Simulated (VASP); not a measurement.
# MoH5 (P4/mmm) in VASP: relaxation of cell and atoms with PBE

Aim: the relaxation of cell and atoms of MoH5 with PBE.

All numbers are computed with VASP 6.6.1; they aren't measurements. Logs are shortened: lines on timing, memory, paths and dates and some standing lists are left out, and cuts for length are marked.

## (1) The cell of the first run

It takes space group P4/mmm (No. 123, tetragonal). Conventional cell: a = 3.167 Å, b = 3.167 Å, c = 3.291 Å, α = 90.00°, β = 90.00°, γ = 90.00°. H (site symmetry m2m) has 6 H at 1.28 to 1.81 Å within 1.9 Å. H (site symmetry 4/mmm) has 2 Mo at 1.65 Å and 8 H at 1.72 Å within 2.2 Å. Mo (site symmetry 4/mmm) has 2 H at 1.65 Å within 2.2 Å.

The cell was generated, and may not be a known phase.

## (2) Relaxation of cell and atoms, PBE

File INCAR:

```
  ALGO = Normal
  EDIFF = 1E-6
  EDIFFG = -0.01
  ENCUT = 600
  GGA = PE
  IBRION = 2
  ISIF = 3
  ISMEAR = 0
  LASPH = T
  LCHARG = F
  LREAL = F
  LWAVE = F
  NELM = 100
  NSW = 100
  PREC = Accurate
  SIGMA = 0.1
```

File KPOINTS:

```
k-points
0
Gamma
  12 12 12
```

File POSCAR:

```
MoH5
1.0
    3.1670791415      0.0000000000      0.0000000000
    0.0000000000      3.1670791415      0.0000000000
    0.0000000000      0.0000000000      3.2912395228
H Mo
5 1
Direct
    0.2149085135      0.5000000000      0.0000000000
    0.7850914865      0.5000000000      0.0000000000
    0.5000000000      0.2149085135      0.0000000000
    0.5000000000      0.7850914865      0.0000000000
    0.0000000000      0.0000000000      0.0000000000
    0.0000000000      0.0000000000      0.5000000000
```

Potentials or basis: VASP PAW PBE potentials, release 64 (H, Mo_sv).

The run is started by

```bash
cat potpaw_PBE.64/H/POTCAR potpaw_PBE.64/Mo_sv/POTCAR > POTCAR
mpirun -np 1 vasp_std > vasp.out
```

OUTCAR:

```text
EDIFF = 1E-6
   EDIFFG = -0.01
   ENCUT = 600
   GGA = PE
   IBRION = 2
   ISIF = 3
   ISMEAR = 0
   LASPH = T
   LREAL = F
   NELM = 100
   NSW = 100
   PREC = Accurate

 ion  position               nearest neighbor table
   1  0.215  0.500  0.000-
   2  0.785  0.500  0.000-
   3  0.500  0.215  0.000-
   4  0.500  0.785  0.000-
   5  0.000  0.000  0.000-   6 1.65   6 1.65
   6  0.000  0.000  0.500-   5 1.65   5 1.65

  LATTYP: Found a simple tetragonal cell.
 ALAT       =     3.1670791415
 C/A-ratio  =     1.0392034350

  Lattice vectors:

 A1 = (   3.1670791415,   0.0000000000,   0.0000000000)
 A2 = (   0.0000000000,   3.1670791415,   0.0000000000)
 A3 = (   0.0000000000,   0.0000000000,   3.2912395228)

Analysis of symmetry for initial positions (statically):
=====================================================================
 Subroutine PRICEL returns:
 Original cell was already a primitive cell.

 Routine SETGRP: Setting up the symmetry group for a
 simple tetragonal supercell.

 Subroutine GETGRP returns: Found 16 space group operations
 (whereof 16 operations were pure point group operations)
 out of a pool of 16 trial point group operations.

The static configuration has the point symmetry D_4h.

Analysis of symmetry for dynamics (positions and initial velocities):
=====================================================================
 Subroutine PRICEL returns:
 Original cell was already a primitive cell.

 Routine SETGRP: Setting up the symmetry group for a
 simple tetragonal supercell.

 Subroutine GETGRP returns: Found 16 space group operations
 (whereof 16 operations were pure point group operations)
 out of a pool of 16 trial point group operations.

The dynamic configuration has the point symmetry D_4h.

 Subroutine INISYM returns: Found 16 space group operations
 (whereof 16 operations are pure point group operations),
 and found     1 'primitive' translations

----------------------------------------------------------------------------------------

                                     Primitive cell

  volume of cell :      33.0124

  direct lattice vectors                    reciprocal lattice vectors
     3.167079141  0.000000000  0.000000000     0.315748346  0.000000000  0.000000000
     0.000000000  3.167079141  0.000000000     0.000000000  0.315748346  0.000000000
     0.000000000  0.000000000  3.291239523     0.000000000  0.000000000  0.303836896

  length of vectors
     3.167079141  3.167079141  3.291239523     0.315748346  0.315748346  0.303836896

  position of ions in fractional coordinates (direct lattice)
     0.214908513  0.500000000  0.000000000
     0.785091487  0.500000000  0.000000000
     0.500000000  0.214908513  0.000000000
     0.500000000  0.785091487  0.000000000
     0.000000000  0.000000000  0.000000000
     0.000000000  0.000000000  0.500000000

  ion indices of the primitive-cell ions
   primitive index   ion index
                 1           1
                 2           2
                 3           3
                 4           4
                 5           5
                 6           6

----------------------------------------------------------------------------------------

 KPOINTS: k-points

Automatic generation of k-mesh.
 Grid dimensions read from file:
 generate k-points for:   12   12   12

 Generating k-lattice:

  Cartesian coordinates                     Fractional coordinates (reciprocal lattice)
     0.026312362  0.000000000  0.000000000     0.083333333  0.000000000  0.000000000
     0.000000000  0.026312362  0.000000000     0.000000000  0.083333333  0.000000000
     0.000000000  0.000000000  0.025319741     0.000000000  0.000000000  0.083333333

  Length of vectors
     0.026312362  0.026312362  0.025319741

  Shift w.r.t. Gamma in fractional coordinates (k-lattice)
     0.000000000  0.000000000  0.000000000

 Subroutine IBZKPT returns following result:
 ===========================================

 Found    196 irreducible k-points:

 Following reciprocal coordinates:
            Coordinates               Weight
  0.000000  0.000000  0.000000      1.000000
  0.083333  0.000000  0.000000      4.000000
  0.166667  0.000000  0.000000      4.000000
  0.250000  0.000000  0.000000      4.000000
  0.333333  0.000000  0.000000      4.000000
  0.416667  0.000000  0.000000      4.000000
[... 16 lines left out ...]
  0.333333  0.333333  0.000000      4.000000
  0.416667  0.333333  0.000000      8.000000
 [... further k-points ...]
   k-points           NKPTS =    196   k-points in BZ     NKDIM =    196   number of bands    NBANDS=     13
   number of dos      NEDOS =    301   number of ions     NIONS =      6
   total plane-waves  NPLWV =  21952
   dimension x,y,z NGX =    28 NGY =   28 NGZ =   28
   dimension x,y,z NGXF=    56 NGYF=   56 NGZF=   56
   ions per type =               5   1
   NGX,Y,Z   is equivalent  to a cutoff of  14.70, 14.70, 14.14 a.u.
   NGXF,Y,Z  is equivalent  to a cutoff of  29.40, 29.40, 28.29 a.u.
 SYSTEM =  unknown system
   PREC   = accura    normal or accurate (medium, high low for compatibility)
   ISTART =      0    job   : 0-new  1-cont  2-samecut
   ICHARG =      2    charge: 1-file 2-atom 10-const
   ISPIN  =      1    spin polarized calculation?
   LNONCOLLINEAR =      F non collinear calculations
   LSORBIT =      F    spin-orbit coupling
   LASPH  =      T    aspherical Exc in radial PAW
   ENCUT  =  600.0 eV  44.10 Ry    6.64 a.u.   6.33  6.33  6.57*2*pi/ulx,y,z
   NELM   =    100;   NELMIN=  2; NELMDL= -5     # of ELM steps
   EDIFF  = 0.1E-05   stopping-criterion for ELM
   LREAL  =      F    real-space projection
   EDIFFG = -.1E-01   stopping-criterion for IOM
   NSW    =    100    number of steps for IOM
   IBRION =      2    ionic relax: 0-MD 1-quasi-New 2-CG
   NFREE  =      1    steps in history (QN), initial steepest desc. (CG)
   ISIF   =      3    stress and relaxation
   ISYM   =      2    0-nonsym 1-usesym 2-fastsym
   POTIM  = 0.5000    time-step for ionic-motion
   TEBEG  =    0.0;   TEEND  =   0.0 temperature during run
   PSTRESS=    0.0 pullay stress
   NELECT =      19.0000    total number of electrons
   NUPDOWN=      -1.0000    fix difference up-down
   EMIN   =  10.00;   EMAX   =-10.00  energy-range for DOS
   EFERMI =   0.00;   METHOD = LEGACY
   ISMEAR =     0;   SIGMA  =   0.10  broadening in eV -4-tet -1-fermi 0-gaus
   EFERMI_NEDOS =   21; number of points for ismear=-14 and -15
   IALGO  =     38    algorithm
   IMIX   =      4    mixing-type and parameters
     AMIX     =   0.40;   BMIX     =  1.00
     AMIX_MAG =   1.60;   BMIX_MAG =  1.00
  volume/ion in A,a.u.               =       5.50        37.13
  Fermi-wavevector in a.u.,A,eV,Ry     =   1.361759  2.573351 25.230475  1.854388
  Thomas-Fermi vector in A             =   2.488307
   LORBIT       =      0    0 simple, 1 ext, 2 COOP (PROOUT), +10 PAW based schemes
   GGA     = PE    functional components
   LHFCALC =     F    Hartree Fock is set to
   AEXX    =    0.0000 exact exchange contribution
   IVDW    =     0    specifies the selected vdW correction
   LEPSILON=     F    determine dielectric tensor
   LRPA    =     F    only Hartree local field effects (RPA)
 conjugate gradient relaxation of ions
 non-spin polarized calculation
 Gauss-broadening in eV      SIGMA  =   0.10
  energy-cutoff  :      600.00
  volume of cell :       33.01
 maximum number of plane-waves:      1128
 NGX is ok and might be reduce to    28
   NGX = 13   NGY = 13   NGZ = 13

--------------------------------------- Ionic step        1  -------------------------------------------

 number of electron      19.0000001 magnetization

 Free energy of the ion-electron system (eV)
  ---------------------------------------------------
  ext. energy  EPLUGINS =         0.00000000
  ---------------------------------------------------
  free energy    TOTEN  =       -21.39682079 eV

  energy without entropy =      -21.38686319  energy(sigma->0) =      -21.39184199

------------------------ aborting loop because EDIFF is reached ----------------------------------------

  FORCE on cell =-STRESS in cart. coord.  units (eV):
  Direction    XX          YY          ZZ          XY          YZ          ZX
  --------------------------------------------------------------------------------------
  -------------------------------------------------------------------------------------
  Total       -0.2539074     -0.2539074      0.4285223      0.0000000      0.0000000     -0.0000000
  in kB      -12.3227792    -12.3227792     20.7972848      0.0000000      0.0000000     -0.0000000
  external PRESSURE =      -1.2827579 kB  Pullay stress =       0.0000000 kB
[... 305 lines left out ...]
  energy  without entropy=      -21.3903647114  energy(sigma->0) =      -21.39521289

--------------------------------------- Ionic step        9  -------------------------------------------

 number of electron      19.0000002 magnetization

 Free energy of the ion-electron system (eV)
  ---------------------------------------------------
  ext. energy  EPLUGINS =         0.00000000
  ---------------------------------------------------
  free energy    TOTEN  =       -21.40013019 eV

  energy without entropy =      -21.39041867  energy(sigma->0) =      -21.39527443

 E-fermi :   7.2642     XC(G=0): -11.7240

 val. band max:        7.2620324862   @ k =   0.4167   0.3333   0.2500
 cond. band min:       7.2686010846   @ k =   0.4167   0.0000   0.4167
 fundamental gap:      0.0065685984
 Fermi energy:         7.2642097785

 k-point     1 :       0.0000    0.0000    0.0000
  band No.  band energies     occupation
      1     -53.9179      2.00000
      2     -28.1284      2.00000
      3     -27.8293      2.00000
      4     -27.8293      2.00000
      5      -6.9695      2.00000
      6       1.2644      2.00000
      7       3.2306      2.00000
      8       7.9360      0.00000
      9       7.9360      0.00000
     10       8.3973      0.00000
     11       8.3973      0.00000
     12       8.5024      0.00000
     13       9.3947      0.00000
[... 353 lines left out ...]
 k-point    24 :       0.4167    0.3333    0.0000
  band No.  band energies     occupation
      1     -53.8842      2.00000
      2     -28.0882      2.00000
      3     -28.0485      2.00000
      4     -27.9977      2.00000
      5      -3.0203      2.00000
      6      -1.1368      2.00000
      7       1.4586      2.00000
      8       2.8870      2.00000
      9       6.3897      2.00000
     10       6.7626      2.00000
     11       8.2765      0.00000
     12       8.9551      0.00000
     13      11.9420      0.00000

 [... further k-points ...]

------------------------ aborting loop because EDIFF is reached ----------------------------------------

  FORCE on cell =-STRESS in cart. coord.  units (eV):
  Direction    XX          YY          ZZ          XY          YZ          ZX
  --------------------------------------------------------------------------------------
  -------------------------------------------------------------------------------------
  Total       -0.0046553     -0.0046553     -0.0023993      0.0000000      0.0000000      0.0000000
  in kB       -0.2274004     -0.2274004     -0.1172004      0.0000000      0.0000000      0.0000000
  external PRESSURE =      -0.1906671 kB  Pullay stress =       0.0000000 kB
[... 21 lines left out ...]
  FREE ENERGIE OF THE ION-ELECTRON SYSTEM (eV)
  ---------------------------------------------------
  free  energy   TOTEN  =       -21.4001301947 eV

  energy  without entropy=      -21.3904186713  energy(sigma->0) =      -21.39527443

 reached required accuracy - stopping structural energy minimisation
```

Wall time 10 min (1 thread of Intel Xeon 8259CL, shared host); peak memory 0.25 GiB.

What came out:

| Item | Value |
| --- | --- |
| Free energy | -21.4001 eV |
| Relaxed volume | 5.47 Å³/atom |
| Relaxed cell | a = 3.148 Å, b = 3.148 Å, c = 3.310 Å, α = 90.00°, β = 90.00°, γ = 90.00° |
| Space group after relaxing (to 0.1 Å) | P4/mmm (No. 123) |
| Energy gained by relaxing | 0.6 meV/atom |
| Ionic steps | 9 |
| Pressure after relaxing | 0.0 GPa |
| Band gap on the k mesh | zero (an odd number of electrons rules out a gap without spin polarisation) |

The path:
| step | energy change (eV) | largest force (eV/Å) | pressure (GPa) | volume (Å³) |
| --- | --- | --- | --- | --- |
| 1 | 0.0000 | 0.0296 | -0.13 | 33.01 |
| 2 | -0.0020 | 0.0261 | -0.40 | 32.99 |
| 3 | -0.0026 | 0.0218 | -0.69 | 32.96 |
| 4 | -0.0027 | 0.0230 | -0.59 | 32.97 |
| 5 | -0.0031 | 0.0186 | -0.17 | 32.85 |
| 6 | -0.0032 | 0.0159 | 0.10 | 32.78 |
| 7 | -0.0032 | 0.0156 | 0.12 | 32.77 |
| 8 | -0.0032 | 0.0108 | 0.09 | 32.78 |
| 9 | -0.0033 | 0.0007 | -0.02 | 32.80 |

Final structure:
```
H Mo
1.0
     3.14795    0.00000    0.00000
     0.00000    3.14795    0.00000
     0.00000    0.00000    3.30986
H Mo
5 1
Direct
  0.21181 0.50000 0.00000
  0.78819 0.50000 0.00000
  0.50000 0.21181 0.00000
  0.50000 0.78819 0.00000
  0.00000 0.00000 0.00000
  0.00000 0.00000 0.50000
```

Levels at points of the mesh, in eV from the Fermi level:
```tsv
k point	band 6	band 7	band 8	band 9	band 10	band 11	band 12	band 13
(0.00, 0.00, 0.00)	-6.00	-4.03	0.67	0.67	1.13	1.13	1.24	2.13
(0.50, 0.00, 0.00)	-10.48	-4.41	-1.32	-1.25	0.87	1.78	4.68	5.02
(0.50, 0.50, 0.00)	-8.21	-6.44	-6.44	-0.83	-0.83	0.46	2.31	5.27
(0.00, 0.00, 0.50)	-4.10	-2.31	-2.15	-2.15	-0.11	0.09	1.04	1.40
(0.50, 0.00, 0.50)	-8.29	-2.33	-0.74	0.04	0.81	1.02	1.18	1.50
(0.50, 0.50, 0.50)	-7.74	-6.92	-4.14	-2.72	1.01	2.40	3.60	3.60
```
